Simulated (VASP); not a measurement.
# NaTlS2 (P-4m2) in VASP: a series of runs

Aim: see how the results for NaTlS2 move with the level of theory and the settings. Levels: PBE, LDA, r2SCAN. Tasks: single point.

Program: VASP 6.6.1. These are calculated values, not measurements. Logs are shortened: lines on timing, memory, paths and dates and some standing lists are left out, and cuts for length are marked.

### Step 1. The cell of the first run

It takes space group P-4m2 (No. 115, tetragonal). Conventional cell: a = 4.104 Å, b = 4.104 Å, c = 6.639 Å, α = 90.00°, β = 90.00°, γ = 90.00°. Na (site symmetry -4m2) has 4 S at 2.73 Å within 3.6 Å. S (site symmetry 2mm) has 2 Tl at 2.55 Å and 2 Na at 2.73 Å within 3.4 Å. Tl (site symmetry -4m2) has 4 S at 2.55 Å within 3.4 Å.

### Step 2. Single point, PBE

Contents of INCAR:

```
SYSTEM = NaTlS2
PREC = Accurate
ENCUT = 520
EDIFF = 1E-7
ISMEAR = 0
SIGMA = 0.01
LREAL = .FALSE.
LASPH = .TRUE.
NELM = 100
ALGO = Normal
ISIF = 2
LWAVE = .FALSE.
LCHARG = .FALSE.
GGA = PE
NBANDS = 24
```

Contents of KPOINTS:

```
Automatic mesh
0
G
  4 4 2
  0 0 0
```

Contents of POSCAR:

```
NaTlS2
1.0
    4.1044901836      0.0000000000      0.0000000000
    0.0000000000      4.1044901836      0.0000000000
    0.0000000000      0.0000000000      6.6389352453
Na S Tl
1 2 1
Direct
    0.0000000000      0.0000000000      0.0000000000
    0.0000000000      0.5000000000      0.2708669239
    0.5000000000      0.0000000000      0.7291330761
    0.5000000000      0.5000000000      0.5000000000
```

Potentials or basis: VASP PAW PBE potentials, release 64 (Na_pv, S, Tl_d).

The run is started by

```sh
$ cat potpaw_PBE.64/Na_pv/POTCAR potpaw_PBE.64/S/POTCAR potpaw_PBE.64/Tl_d/POTCAR > POTCAR
$ mpirun -np 1 vasp_std > vasp.out
```

OUTCAR:

```text
SYSTEM = NaTlS2
   PREC = Accurate
   ENCUT = 520
   EDIFF = 1E-7
   ISMEAR = 0
   LREAL = .FALSE.
   LASPH = .TRUE.
   NELM = 100
   ISIF = 2
   GGA = PE

 ion  position               nearest neighbor table
   1  0.000  0.000  0.000-   2 2.73   3 2.73   2 2.73   3 2.73
   2  0.000  0.500  0.271-   4 2.55   4 2.55   1 2.73   1 2.73
   3  0.500  0.000  0.729-   4 2.55   4 2.55   1 2.73   1 2.73
   4  0.500  0.500  0.500-   2 2.55   3 2.55   3 2.55   2 2.55

  LATTYP: Found a simple tetragonal cell.
 ALAT       =     4.1044901836
 C/A-ratio  =     1.6174810874

  Lattice vectors:

 A1 = (   4.1044901836,   0.0000000000,   0.0000000000)
 A2 = (   0.0000000000,   4.1044901836,   0.0000000000)
 A3 = (   0.0000000000,   0.0000000000,   6.6389352453)

Analysis of symmetry for initial positions (statically):
=====================================================================
 Subroutine PRICEL returns:
 Original cell was already a primitive cell.

 Routine SETGRP: Setting up the symmetry group for a
 simple tetragonal supercell.

 Subroutine GETGRP returns: Found  8 space group operations
 (whereof  8 operations were pure point group operations)
 out of a pool of 16 trial point group operations.

The static configuration has the point symmetry D_2d.

Analysis of symmetry for dynamics (positions and initial velocities):
=====================================================================
 Subroutine PRICEL returns:
 Original cell was already a primitive cell.

 Routine SETGRP: Setting up the symmetry group for a
 simple tetragonal supercell.

 Subroutine GETGRP returns: Found  8 space group operations
 (whereof  8 operations were pure point group operations)
 out of a pool of 16 trial point group operations.

The dynamic configuration has the point symmetry D_2d.

 Subroutine INISYM returns: Found  8 space group operations
 (whereof  8 operations are pure point group operations),
 and found     1 'primitive' translations

----------------------------------------------------------------------------------------

                                     Primitive cell

  volume of cell :     111.8451

  direct lattice vectors                    reciprocal lattice vectors
     4.104490184  0.000000000  0.000000000     0.243635617  0.000000000  0.000000000
     0.000000000  4.104490184  0.000000000     0.000000000  0.243635617  0.000000000
     0.000000000  0.000000000  6.638935245     0.000000000  0.000000000  0.150626563

  length of vectors
     4.104490184  4.104490184  6.638935245     0.243635617  0.243635617  0.150626563

  position of ions in fractional coordinates (direct lattice)
     0.000000000  0.000000000  0.000000000
     0.000000000  0.500000000  0.270866924
     0.500000000  0.000000000  0.729133076
     0.500000000  0.500000000  0.500000000

  ion indices of the primitive-cell ions
   primitive index   ion index
                 1           1
                 2           2
                 3           3
                 4           4

----------------------------------------------------------------------------------------

 KPOINTS: Automatic mesh

Automatic generation of k-mesh.
 Grid dimensions read from file:
 generate k-points for:    4    4    2

 Generating k-lattice:

  Cartesian coordinates                     Fractional coordinates (reciprocal lattice)
     0.060908904  0.000000000  0.000000000     0.250000000  0.000000000  0.000000000
     0.000000000  0.060908904  0.000000000     0.000000000  0.250000000  0.000000000
     0.000000000  0.000000000  0.075313282     0.000000000  0.000000000  0.500000000

  Length of vectors
     0.060908904  0.060908904  0.075313282

  Shift w.r.t. Gamma in fractional coordinates (k-lattice)
     0.000000000  0.000000000  0.000000000

 Subroutine IBZKPT returns following result:
 ===========================================

 Found     12 irreducible k-points:

 Following reciprocal coordinates:
            Coordinates               Weight
  0.000000  0.000000  0.000000      1.000000
  0.250000  0.000000  0.000000      4.000000
  0.500000  0.000000  0.000000      2.000000
  0.250000  0.250000  0.000000      4.000000
  0.500000  0.250000  0.000000      4.000000
  0.500000  0.500000  0.000000      1.000000
  0.000000  0.000000  0.500000      1.000000
  0.250000  0.000000  0.500000      4.000000
  0.500000  0.000000  0.500000      2.000000
  0.250000  0.250000  0.500000      4.000000
  0.500000  0.250000  0.500000      4.000000
  0.500000  0.500000  0.500000      1.000000
   k-points           NKPTS =     12   k-points in BZ     NKDIM =     12   number of bands    NBANDS=     24
   number of dos      NEDOS =    301   number of ions     NIONS =      4
   total plane-waves  NPLWV =  51200
   dimension x,y,z NGX =    32 NGY =   32 NGZ =   50
   dimension x,y,z NGXF=    64 NGYF=   64 NGZF=  100
   ions per type =               1   2   1
   NGX,Y,Z   is equivalent  to a cutoff of  12.96, 12.96, 12.52 a.u.
   NGXF,Y,Z  is equivalent  to a cutoff of  25.92, 25.92, 25.04 a.u.
 SYSTEM =  NaTlS2
   PREC   = accura    normal or accurate (medium, high low for compatibility)
   ISTART =      0    job   : 0-new  1-cont  2-samecut
   ICHARG =      2    charge: 1-file 2-atom 10-const
   ISPIN  =      1    spin polarized calculation?
   LNONCOLLINEAR =      F non collinear calculations
   LSORBIT =      F    spin-orbit coupling
   LASPH  =      T    aspherical Exc in radial PAW
   ENCUT  =  520.0 eV  38.22 Ry    6.18 a.u.   7.63  7.63 12.34*2*pi/ulx,y,z
   NELM   =    100;   NELMIN=  2; NELMDL= -5     # of ELM steps
   EDIFF  = 0.1E-06   stopping-criterion for ELM
   LREAL  =      F    real-space projection
   EDIFFG = 0.1E-05   stopping-criterion for IOM
   NSW    =      0    number of steps for IOM
   IBRION =     -1    ionic relax: 0-MD 1-quasi-New 2-CG
   NFREE  =      0    steps in history (QN), initial steepest desc. (CG)
   ISIF   =      2    stress and relaxation
   ISYM   =      2    0-nonsym 1-usesym 2-fastsym
   POTIM  = 0.5000    time-step for ionic-motion
   TEBEG  =    0.0;   TEEND  =   0.0 temperature during run
   PSTRESS=    0.0 pullay stress
   NELECT =      32.0000    total number of electrons
   NUPDOWN=      -1.0000    fix difference up-down
   EMIN   =  10.00;   EMAX   =-10.00  energy-range for DOS
   EFERMI =   0.00;   METHOD = LEGACY
   ISMEAR =     0;   SIGMA  =   0.01  broadening in eV -4-tet -1-fermi 0-gaus
   EFERMI_NEDOS =   21; number of points for ismear=-14 and -15
   IALGO  =     38    algorithm
   IMIX   =      4    mixing-type and parameters
     AMIX     =   0.40;   BMIX     =  1.00
     AMIX_MAG =   1.60;   BMIX_MAG =  1.00
  volume/ion in A,a.u.               =      27.96       188.69
  Fermi-wavevector in a.u.,A,eV,Ry     =   1.078746  2.038534 15.833004  1.163693
  Thomas-Fermi vector in A             =   2.214693
   LORBIT       =      0    0 simple, 1 ext, 2 COOP (PROOUT), +10 PAW based schemes
   GGA     = PE    functional components
   LHFCALC =     F    Hartree Fock is set to
   AEXX    =    0.0000 exact exchange contribution
   IVDW    =     0    specifies the selected vdW correction
   LEPSILON=     F    determine dielectric tensor
   LRPA    =     F    only Hartree local field effects (RPA)
 non-spin polarized calculation
 Gauss-broadening in eV      SIGMA  =   0.01
  energy-cutoff  :      520.00
  volume of cell :      111.85
 maximum number of plane-waves:      3033
 NGX is ok and might be reduce to    32
   NGX = 15   NGY = 15   NGZ = 25

 number of electron      32.0000002 magnetization

 Free energy of the ion-electron system (eV)
  ---------------------------------------------------
  ext. energy  EPLUGINS =         0.00000000
  ---------------------------------------------------
  free energy    TOTEN  =       -13.87878281 eV

  energy without entropy =      -13.87878281  energy(sigma->0) =      -13.87878281

 E-fermi :   1.5304     XC(G=0):  -8.0640

 val. band max:        1.4759224499   @ k =   0.0000   0.0000   0.0000
 cond. band min:       2.2767056448   @ k =   0.0000   0.0000   0.0000
 fundamental gap:      0.8007831949
 Fermi energy:         1.5304125237

 k-point     1 :       0.0000    0.0000    0.0000
  band No.  band energies     occupation
      1     -20.7287      2.00000
      2     -20.7287      2.00000
      3     -20.6795      2.00000
      4     -10.4943      2.00000
      5     -10.3920      2.00000
      6      -9.0980      2.00000
[... 16 lines left out ...]
     23       9.3643      0.00000
     24      11.4839      0.00000

 k-point     2 :       0.2500    0.0000    0.0000
  band No.  band energies     occupation
      1     -20.7338      2.00000
      2     -20.7284      2.00000
      3     -20.6785      2.00000
      4     -10.4349      2.00000
      5     -10.3779      2.00000
      6      -9.0931      2.00000
[... 16 lines left out ...]
     23       9.2007      0.00000
     24      11.6332      0.00000

 k-point     3 :       0.5000    0.0000    0.0000
  band No.  band energies     occupation
      1     -20.7388      2.00000
      2     -20.7280      2.00000
      3     -20.6775      2.00000
      4     -10.4202      2.00000
      5     -10.3419      2.00000
      6      -9.0880      2.00000
[... 16 lines left out ...]
     23       9.0868      0.00000
     24      10.9437      0.00000

 k-point     4 :       0.2500    0.2500    0.0000
  band No.  band energies     occupation
      1     -20.7335      2.00000
      2     -20.7334      2.00000
      3     -20.6774      2.00000
      4     -10.3879      2.00000
      5     -10.3680      2.00000
      6      -9.0639      2.00000
[... 16 lines left out ...]
     23       9.6753      0.00000
     24      10.1119      0.00000

 k-point     5 :       0.5000    0.2500    0.0000
  band No.  band energies     occupation
      1     -20.7384      2.00000
      2     -20.7331      2.00000
      3     -20.6764      2.00000
      4     -10.3839      2.00000
      5     -10.3354      2.00000
      6      -9.0245      2.00000
[... 16 lines left out ...]
     23      10.4012      0.00000
     24      10.6013      0.00000

 k-point     6 :       0.5000    0.5000    0.0000
  band No.  band energies     occupation
      1     -20.7380      2.00000
      2     -20.7380      2.00000
      3     -20.6754      2.00000
      4     -10.3471      2.00000
      5     -10.3471      2.00000
      6      -8.9298      2.00000
[... 16 lines left out ...]
     23      11.1823      0.00000
     24      11.3742      0.00000

 k-point     7 :       0.0000    0.0000    0.5000
  band No.  band energies     occupation
      1     -20.7287      2.00000
      2     -20.7287      2.00000
      3     -20.6796      2.00000
      4     -10.4421      2.00000
      5     -10.4145      2.00000
      6      -9.0983      2.00000
[... 16 lines left out ...]
     23       9.0029      0.00000
     24       9.5558      0.00000

 k-point     8 :       0.2500    0.0000    0.5000
  band No.  band energies     occupation
      1     -20.7338      2.00000
      2     -20.7284      2.00000
      3     -20.6785      2.00000
      4     -10.4246      2.00000
      5     -10.3742      2.00000
      6      -9.0933      2.00000
[... 16 lines left out ...]
     23       9.0631      0.00000
     24      11.0186      0.00000

 k-point     9 :       0.5000    0.0000    0.5000
  band No.  band energies     occupation
      1     -20.7388      2.00000
      2     -20.7280      2.00000
      3     -20.6775      2.00000
      4     -10.4235      2.00000
      5     -10.3395      2.00000
      6      -9.0882      2.00000
[... 16 lines left out ...]
     23       9.3938      0.00000
     24      10.5816      0.00000

 k-point    10 :       0.2500    0.2500    0.5000
  band No.  band energies     occupation
      1     -20.7335      2.00000
      2     -20.7334      2.00000
      3     -20.6775      2.00000
      4     -10.3944      2.00000
      5     -10.3561      2.00000
      6      -9.0643      2.00000
[... 16 lines left out ...]
     23       9.9146      0.00000
     24      10.2195      0.00000

 k-point    11 :       0.5000    0.2500    0.5000
  band No.  band energies     occupation
      1     -20.7384      2.00000
      2     -20.7331      2.00000
      3     -20.6764      2.00000
      4     -10.3863      2.00000
      5     -10.3352      2.00000
      6      -9.0247      2.00000
[... 16 lines left out ...]
     23      10.2757      0.00000
     24      10.4633      0.00000

 k-point    12 :       0.5000    0.5000    0.5000
  band No.  band energies     occupation
      1     -20.7380      2.00000
      2     -20.7380      2.00000
      3     -20.6755      2.00000
      4     -10.3487      2.00000
      5     -10.3487      2.00000
      6      -8.9299      2.00000
[... 16 lines left out ...]
     23       9.6604      0.00000
     24       9.8599      0.00000

------------------------ aborting loop because EDIFF is reached ----------------------------------------

  FORCE on cell =-STRESS in cart. coord.  units (eV):
  Direction    XX          YY          ZZ          XY          YZ          ZX
  --------------------------------------------------------------------------------------
  -------------------------------------------------------------------------------------
  Total        0.9336942      0.9336942      0.8627300      0.0000000      0.0000000     -0.0000000
  in kB       13.3751415     13.3751415     12.3585806      0.0000000      0.0000000     -0.0000000
  external PRESSURE =      13.0362879 kB  Pullay stress =       0.0000000 kB

 VOLUME and BASIS-vectors are now :
 -----------------------------------------------------------------------------
  energy-cutoff  :      520.00
  volume of cell :      111.85
      direct lattice vectors                 reciprocal lattice vectors
     4.104490184  0.000000000  0.000000000     0.243635617  0.000000000  0.000000000
     0.000000000  4.104490184  0.000000000     0.000000000  0.243635617  0.000000000
     0.000000000  0.000000000  6.638935245     0.000000000  0.000000000  0.150626563

 POSITION                                       TOTAL-FORCE (eV/Angst)
 -----------------------------------------------------------------------------------
      0.00000      0.00000      0.00000        -0.000000      0.000000      0.000000
      0.00000      2.05225      1.79827        -0.000000      0.000000     -0.135041
      2.05225      0.00000      4.84067         0.000000      0.000000      0.135041
      2.05225      2.05225      3.31947        -0.000000     -0.000000      0.000000
 -----------------------------------------------------------------------------------
    total drift:                                0.000000      0.000000     -0.000000

  FREE ENERGIE OF THE ION-ELECTRON SYSTEM (eV)
  ---------------------------------------------------
  free  energy   TOTEN  =       -13.8787828141 eV

  energy  without entropy=      -13.8787828141  energy(sigma->0) =      -13.87878281
```

Run time: 24 s. Hardware: 1 thread of Intel Xeon Platinum 8488C (Sapphire Rapids), shared host; peak memory 0.23 GiB.

What came out:

* Free energy: -13.8788 eV
* Pressure: 1.3 GPa
* Largest force: 0.135 eV/Å
* Band gap on the k mesh: 0.80 eV

Forces on the atoms (eV/Å):
```
Na   0.000  0.000  0.000
S    0.000  0.000 -0.135
S    0.000  0.000  0.135
Tl   0.000  0.000  0.000
```

Stress tensor (GPa, compression positive):
```
1.34 0.00 0.00
0.00 1.34 0.00
0.00 0.00 1.24
```

Caveat: the k points lie up to 0.47 Å⁻¹ apart; spin-orbit coupling is left out, which moves the levels of the heavy elements.

### Step 3. Single point, LDA

Contents of INCAR:

```
SYSTEM = NaTlS2
  PREC = Accurate
  ENCUT = 520
  EDIFF = 1E-7
  ISMEAR = 0
  SIGMA = 0.01
  LREAL = .FALSE.
  LASPH = .TRUE.
  NELM = 80
  ALGO = Normal
  ISIF = 2
  LWAVE = .FALSE.
  LCHARG = .FALSE.
  GGA = CA
  NBANDS = 24
```

Contents of KPOINTS:

```
regular mesh
0
G
  4 4 2
  0 0 0
```

POSCAR is that of step 2.

Potentials or basis: VASP PAW LDA potentials, release 64 (Na_pv, S, Tl_d).

The run is started by

```sh
$ cat potpaw_LDA.64/Na_pv/POTCAR potpaw_LDA.64/S/POTCAR potpaw_LDA.64/Tl_d/POTCAR > POTCAR
$ mpirun -np 1 vasp_std > vasp.out
```

Wall time 19 s (1 thread of Intel Xeon Platinum 8488C (Sapphire Rapids), shared host); peak memory 0.19 GiB.

Results (log left out):

```yaml
Free_energy: -15.7874 eV
Pressure: -1.9 GPa
Largest_force: 0.116 eV/Å
Band_gap_on_the_k_mesh: 0.61 eV
```

Forces on the atoms (eV/Å):
```
Na   0.000  0.000  0.000
S    0.000  0.000  0.116
S    0.000  0.000 -0.116
Tl   0.000  0.000  0.000
```

Stress tensor (GPa, compression positive):
```
-1.86  0.00  0.00
 0.00 -1.86  0.00
 0.00  0.00 -2.10
```

Levels at points of the mesh, in eV from the valence-band top:
| k point | band 13 | band 14 | band 15 | band 16 | band 17 | band 18 | band 19 | band 20 |
| --- | --- | --- | --- | --- | --- | --- | --- | --- |
| (0.00, 0.00, 0.00) | -1.41 | -0.44 | 0.00 | 0.00 | 0.61 | 3.34 | 5.18 | 6.74 |
| (0.50, 0.00, 0.00) | -1.60 | -1.32 | -0.96 | -0.06 | 2.07 | 5.61 | 5.67 | 6.23 |
| (0.50, 0.50, 0.00) | -1.71 | -1.71 | -1.58 | -0.91 | 2.29 | 3.78 | 3.78 | 6.61 |
| (0.00, 0.00, 0.50) | -1.34 | -1.34 | -0.11 | -0.11 | 1.79 | 3.34 | 5.66 | 6.25 |
| (0.50, 0.00, 0.50) | -1.11 | -0.94 | -0.71 | -0.06 | 1.35 | 4.79 | 6.09 | 6.33 |
| (0.50, 0.50, 0.50) | -1.80 | -1.80 | -1.28 | -1.27 | 3.03 | 4.75 | 4.75 | 6.75 |

Caveat: the k points lie up to 0.47 Å⁻¹ apart; spin-orbit coupling is left out, which moves the levels of the heavy elements.

(Part 1 of 2 ends here.)
